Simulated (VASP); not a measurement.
Here is a VASP 6.6.1 calculation.

INCAR

```
PREC     = Accurate       # precision mode
ENCUT    = 600            # plane-wave cutoff, eV
EDIFF    = 1E-6           # SCF threshold, eV
ISMEAR   = 0              # smearing method
SIGMA    = 0.02           # smearing width, eV
LREAL    = F              # projectors in reciprocal space
LASPH    = T              # aspherical terms in the spheres
NELM     = 60             # most SCF steps
ALGO     = Normal         # electronic algorithm
ISIF     = 3              # what is computed and relaxed
LWAVE    = F              # write WAVECAR
LCHARG   = F              # write CHGCAR
GGA      = PE             # functional
IBRION   = 2              # ionic algorithm
NSW      = 80             # ionic steps
EDIFFG   = -0.01          # ionic threshold
```

KPOINTS

```
Automatic mesh
0
Gamma
  12 12 6
```

Contents of POSCAR:

```
SnO2
1.0
    3.2226674341      0.0000000000      0.0000000000
   -1.6113337171      2.7909118659      0.0000000000
    0.0000000000      0.0000000000      5.4788109562
Sn O
1 2
Direct
    0.0000000000      0.0000000000      0.0000000000
    0.6666666667      0.3333333333      0.8148280468
    0.3333333333      0.6666666667      0.1851719532
```

Potentials or basis: VASP PAW PBE potentials, release 64 (Sn_d, O).

The run is started by

```sh
$ cat potpaw_PBE.64/Sn_d/POTCAR potpaw_PBE.64/O/POTCAR > POTCAR
$ mpirun -np 1 vasp_std > vasp.out
```

(1) What does it give for the relaxed cell?

(2) What does it give for the band gap on the k mesh?

(3) What does it give for the relaxed volume?

Results:

(1) a = 3.232 Å, b = 3.232 Å, c = 5.215 Å, α = 90.00°, β = 90.00°, γ = 120.00°.

(2) 2.15 eV (least direct gap 2.40 eV).

(3) 15.73 Å³/atom.

Caveat: spin-orbit coupling is left out, which moves the levels of the heavy elements.
